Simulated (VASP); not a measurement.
Input of a VASP 6.6.1 run:

INCAR

```
PREC = Accurate ; ENCUT = 520
EDIFF = 1E-6 ; ISMEAR = 0
SIGMA = 0.05 ; LREAL = Auto
LASPH = True ; NELM = 100
ALGO = Normal ; ISIF = 2
LWAVE = False ; LCHARG = False
GGA = PE ; IVDW = 12
NELECT = 88.0 ; NBANDS = 59
```

The input KPOINTS:

```
Automatic mesh
0
Gamma
  4 4 2
```

Contents of POSCAR:

```
Si6O11
1.0
   -2.4573906087      4.2563253884      0.0000000000
    0.0000000000      0.0000000000      5.4210324304
    7.3721718262      4.2563253883      0.0000000000
Si O
6 11
Direct
    0.7669799462      0.6666666667      0.2330200538
    0.2669799462      0.6666666667      0.7330200538
    0.9660401075      0.3333333333      0.5000000000
    0.4660401075      0.3333333333      0.0000000000
    0.2669799462      0.0000000000      0.2669799462
    0.7669799462      0.0000000000      0.7669799462
    0.2730030153      0.2203350802      0.1370425925
    0.7730030153      0.2203350802      0.6370425925
    0.0690623811      0.8870017469      0.7949771961
    0.6579346037      0.5536684135      0.0679802114
    0.1579346037      0.5536684135      0.5679802114
    0.0690623811      0.7796649198      0.2050228039
    0.5690623811      0.7796649198      0.7050228039
    0.1683826527      0.0745869630      0.4681563781
    0.6579346037      0.1129982531      0.9320197886
    0.7730030153      0.4463315865      0.3629574075
    0.2730030153      0.4463315865      0.8629574075
```

Potentials or basis: VASP PAW PBE potentials, release 64 (Si, O).

Command:

```console
$ cat potpaw_PBE.64/Si/POTCAR potpaw_PBE.64/O/POTCAR > POTCAR
$ mpirun -np 1 vasp_std > vasp.out
```

**Question.** Predict the largest force.

**Answer.** 4.206 eV/Å.

**Question.** Estimate the dispersion energy per atom.

**Answer.** -0.142 eV.

Forces in eV/Å, atoms in the order of the input:
```
Si  -1.011  0.190 -2.183
Si  -0.017 -0.145 -0.054
Si   0.920  2.074 -0.531
Si  -1.546 -0.951 -0.263
Si   3.011 -0.349  1.307
Si  -0.063  0.082 -0.072
O    1.451  0.811 -0.988
O   -0.053 -0.310  0.078
O    0.156  0.149 -0.026
O    0.693  0.725  1.218
O   -0.418 -0.396 -0.244
O    0.175  0.224  0.631
O   -0.158  0.115  0.036
O   -3.758 -1.826  0.488
O    0.620  0.156  0.318
O   -0.349 -0.758  0.405
O    0.346  0.211 -0.119
```

Caveat: the k points lie up to 0.37 Å⁻¹ apart; the cell carries a net charge on a neutralising background, which shifts energy and pressure; the cell differs from its parent crystal (atom 14 moved 0.000 of the way to it and +0.375 Å across, host rigid).
